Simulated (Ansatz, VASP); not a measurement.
# One calculation of Ta, two programs

```xyz
1
Lattice="-1.6594 1.6594 1.6594 1.6594 -1.6594 1.6594 1.6594 1.6594 -1.6594" Properties=species:S:1:pos:R:3 pbc="T T T"
Ta    0.0000    0.0000    0.0000
```

Alike in both runs: functional PBE; k mesh 18 × 18 × 18; occupations gaussian, width 0.1 eV; no spin polarisation.

Ansatz relaxed the structure, and its values are those at the end. VASP's run is a single point on that final structure, the one shown.

|  | VASP | Ansatz |
| --- | --- | --- |
| version | VASP 6.6.1 | Ansatz 0.2.0 |
| potentials or method | VASP PAW PBE potentials, release 64 (Ta_pv), cutoff 500 eV | scalar-relativistic, plane waves, PAW |
| valence electrons in the cell | 11 | 13 |

|  | VASP | Ansatz | Ansatz less VASP |
| --- | --- | --- | --- |
| gap on the k mesh at the Fermi level (eV) | none | none | - |
| pressure (GPa) | 0.1 | 0.0 | -0.09 |

A gap of «none» marks a metal or a gap that the smearing closes. The functional is the same, so the differences come from potentials, cutoffs and numerics. VASP's potentials hold 11 valence electrons a cell and Ansatz's 13, so a difference there can come from the potentials and not from the codes.

Neither program's run includes spin-orbit coupling.
